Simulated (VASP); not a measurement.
A run of VASP 6.6.1:

The input INCAR:

```
PREC     = Accurate       # precision mode
ENCUT    = 520            # plane-wave cutoff, eV
EDIFF    = 1E-6           # SCF threshold, eV
ISMEAR   = 0              # smearing method
SIGMA    = 0.02           # smearing width, eV
LREAL    = F              # projectors in reciprocal space
LASPH    = T              # aspherical terms in the spheres
NELM     = 80             # most SCF steps
ALGO     = Normal         # electronic algorithm
ISIF     = 2              # what is computed and relaxed
LWAVE    = F              # write WAVECAR
LCHARG   = T              # write CHGCAR
GGA      = PS             # functional
LELF     = T              # ELF
LVHAR    = T            
NBANDS   = 11             # bands
```

Contents of KPOINTS:

```
Automatic mesh
0
Gamma
  12 12 12
```

POSCAR

```
C
1.0
    0.0000000000      1.7433448360      1.7433448360
    1.7433448360      0.0000000000      1.7433448360
    1.7433448360      1.7433448360      0.0000000000
C
2
Direct
    0.5000000000      0.5000000000      0.5000000000
    0.7500000000      0.7500000000      0.7500000000
```

Potentials or basis: VASP PAW PBE potentials, release 64 (C).

Command:

```sh
$ cat potpaw_PBE.64/C/POTCAR > POTCAR
$ mpirun -np 1 vasp_std > vasp.out
```

Hardware: 1 thread of Intel(R) Xeon(R) Platinum 8375C CPU @ 2.90GHz (Ice Lake) (shared host).

Task: Estimate the wall time of this run.

Result: Wall time 10 s on 1 thread of Intel(R) Xeon(R) Platinum 8375C CPU @ 2.90GHz (Ice Lake), with other jobs on the host, peak memory 0.11 GiB. Counts: scf iterations 11, k points 72.
